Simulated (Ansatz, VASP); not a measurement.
# Na4AlO in VASP and in Ansatz

```xyz
6
Lattice="3.5656 0.0000 0.0000 -1.7828 3.0879 0.0000 0.0000 0.0000 13.3164" Properties=species:S:1:pos:R:3 pbc="T T T"
Na    1.7828    1.0293   12.3626
Na    0.0000    2.0586    0.9539
Na    0.0000    2.0586    9.1493
Na    1.7828    1.0293    4.1671
Al    0.0000    0.0000    6.6582
O     0.0000    0.0000    0.0000
```

Alike in both runs: functional PBE; k mesh 5 × 5 × 2; occupations gaussian, width 0.2 eV; no spin polarisation.

Ansatz relaxed the structure, and its values are those at the end. VASP's run is a single point on that final structure, the one shown.

|  | VASP | Ansatz |
| --- | --- | --- |
| version | VASP 6.6.1 | Ansatz 0.2.0 |
| potentials or method | VASP PAW PBE potentials, release 64 (Na_pv, Al, O), cutoff 520 eV | scalar-relativistic, plane waves, PAW |
| valence electrons in the cell | 37 | 45 |

|  | VASP | Ansatz | Ansatz less VASP |
| --- | --- | --- | --- |
| gap on the k mesh at the Fermi level (eV) | none | none | - |
| pressure (GPa) | 0.1 | 0.0 | -0.04 |
| rms of the force components (eV/Å) | 0.020 | 0.018 | -0.0017 |

A gap of «none» marks a metal or a gap that the smearing closes. VASP's potentials hold 37 valence electrons a cell and Ansatz's 45, so a difference there can come from the potentials and not from the codes.

The k mesh is coarse, so the values compare programs but aren't converged.
